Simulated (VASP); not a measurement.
A run of VASP 6.6.1 is set up as follows.

The input INCAR:

```
SYSTEM = MgTeSe3
PREC     = Accurate       ! precision mode
ENCUT    = 600            ! plane-wave cutoff, eV
EDIFF    = 1E-6           ! SCF threshold, eV
ISMEAR   = 0              ! smearing method
SIGMA    = 0.02           ! smearing width, eV
LREAL    = .False.        ! projectors in reciprocal space
LASPH    = .True.         ! aspherical terms in the spheres
NELM     = 60             ! most SCF steps
ALGO     = Normal         ! electronic algorithm
ISIF     = 3              ! what is computed and relaxed
LWAVE    = .False.        ! write WAVECAR
LCHARG   = .False.        ! write CHGCAR
GGA      = PE             ! functional
IBRION   = 2              ! ionic algorithm
NSW      = 100            ! ionic steps
EDIFFG   = -0.01          ! ionic threshold
```

KPOINTS

```
Automatic mesh
0
Gamma
  6 6 6
  0 0 0
```

Contents of POSCAR:

```
MgTeSe3
1.0
    3.7798127599      2.1822759144      3.5816823381
   -3.7798127599      2.1822759144      3.5816823381
    0.0000000000     -4.3645518289      3.5816823381
Mg Te Se
1 1 3
Direct
    0.8652440427      0.8652440427      0.8652440427
    0.5168781993      0.5168781993      0.5168781993
    0.5685148113      0.5685148113      0.0588481355
    0.5685148113      0.0588481355      0.5685148113
    0.0588481355      0.5685148113      0.5685148113
```

Potentials or basis: VASP PAW PBE potentials, release 64 (Mg, Te, Se).

Run with:

```console
$ cat potpaw_PBE.64/Mg/POTCAR potpaw_PBE.64/Te/POTCAR potpaw_PBE.64/Se/POTCAR > POTCAR
$ mpirun -np 1 vasp_std > vasp.out
```

(1) What does it give for the space group after relaxing (to 0.05 Å)?

(2) What does it give for the relaxed cell?

(3) Predict the relaxed volume.

(4) What does it give for the band gap on the k mesh?

## Answers

(1) R3m (No. 160).

(2) a = 5.798 Å, b = 5.798 Å, c = 5.798 Å, α = 81.57°, β = 81.57°, γ = 81.57°.

(3) 37.83 Å³/atom.

(4) 0.09 eV, indirect (least direct gap 0.26 eV).

Caveat: spin-orbit coupling is left out, which moves the levels of the heavy elements.
